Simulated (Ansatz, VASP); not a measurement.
One calculation of CdTe, two programs

```
Cd Te
1.0
     0.00000    3.20500    3.20500
     3.20500    0.00000    3.20500
     3.20500    3.20500    0.00000
Cd Te
1 1
Direct
  0.00000 0.00000 0.00000
  0.25000 0.25000 0.25000
```

Alike in both runs: task single point; functional PBE; k mesh 4 × 4 × 4; occupations gaussian, width 0.05 eV; no spin polarisation.

|  | VASP | Ansatz |
| --- | --- | --- |
| version | VASP 6.6.1 | Ansatz 0.2.0 |
| potentials or method | VASP PAW PBE potentials, release 64 (Cd, Te), cutoff 520 eV | scalar-relativistic, plane waves, PAW |
| valence electrons in the cell | 18 | 36 |

|  | VASP | Ansatz | Ansatz less VASP |
| --- | --- | --- | --- |
| gap on the k mesh at the Fermi level (eV) | 0.86 | 0.86 | 0.000 |
| least direct gap on the mesh (eV) | 0.86 | 0.86 | 0.000 |
| pressure (GPa) | 4.6 | 4.5 | -0.16 |

With one functional, cell and mesh, what is left measures potentials, basis and numerics. VASP's potentials hold 18 valence electrons a cell and Ansatz's 36, so a difference there can come from the potentials and not from the codes.

The k mesh is coarse, so the values compare programs but aren't converged. Spin-orbit coupling is off throughout.
